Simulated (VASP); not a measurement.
Here is a VASP 6.6.1 calculation.

The input INCAR:

```
PREC = Accurate
ENCUT = 600
EDIFF = 1E-6
ISMEAR = 0
SIGMA = 0.1
LREAL = False
LASPH = True
NELM = 80
ALGO = Normal
ISIF = 3
LWAVE = False
LCHARG = False
GGA = PE
IBRION = 2
NSW = 100
EDIFFG = -0.01
```

File KPOINTS:

```
regular mesh
0
Gamma
  8 8 8
```

The input POSCAR:

```
Zr2H6Pb
1.0
    0.0000000000      3.9368664725      3.9368664725
    3.9368664725      0.0000000000      3.9368664725
    3.9368664725      3.9368664725      0.0000000000
Zr H Pb
2 6 1
Direct
    0.7500000000      0.7500000000      0.7500000000
    0.2500000000      0.2500000000      0.2500000000
    0.5000000000      0.0000000000      0.0000000000
    0.0000000000      0.5000000000      0.5000000000
    0.0000000000      0.5000000000      0.0000000000
    0.5000000000      0.0000000000      0.5000000000
    0.0000000000      0.0000000000      0.5000000000
    0.5000000000      0.5000000000      0.0000000000
    0.0000000000      0.0000000000      0.0000000000
```

Potentials or basis: VASP PAW PBE potentials, release 64 (Zr_sv, H, Pb_d).

Launch:

```console
$ cat potpaw_PBE.64/Zr_sv/POTCAR potpaw_PBE.64/H/POTCAR potpaw_PBE.64/Pb_d/POTCAR > POTCAR
$ mpirun -np 1 vasp_std > vasp.out
```

Estimate the band gap on the k mesh.

zero (band 22 reaches 5.14 eV, above the bottom of band 23 at 2.61 eV).

What does it give for the relaxed cell?

a = 5.562 Å, b = 5.562 Å, c = 5.562 Å, α = 60.00°, β = 60.00°, γ = 60.00°.

What does it give for the space group after relaxing (to 0.05 Å)?

Fm-3m (No. 225).

Estimate the relaxed volume.

13.52 Å³/atom.

Final structure:
```xyz
9
Lattice="0.0000 3.9328 3.9328 3.9328 0.0000 3.9328 3.9328 3.9328 0.0000" Properties=species:S:1:pos:R:3 pbc="T T T"
Zr    5.8993    5.8993    5.8993
Zr    1.9664    1.9664    1.9664
H     7.8657    5.8993    5.8993
H     3.9328    5.8993    5.8993
H     5.8993    7.8657    5.8993
H     5.8993    3.9328    5.8993
H     5.8993    5.8993    7.8657
H     5.8993    5.8993    3.9328
Pb    7.8657    7.8657    7.8657
```

Caveat: spin-orbit coupling is left out, which moves the levels of the heavy elements.
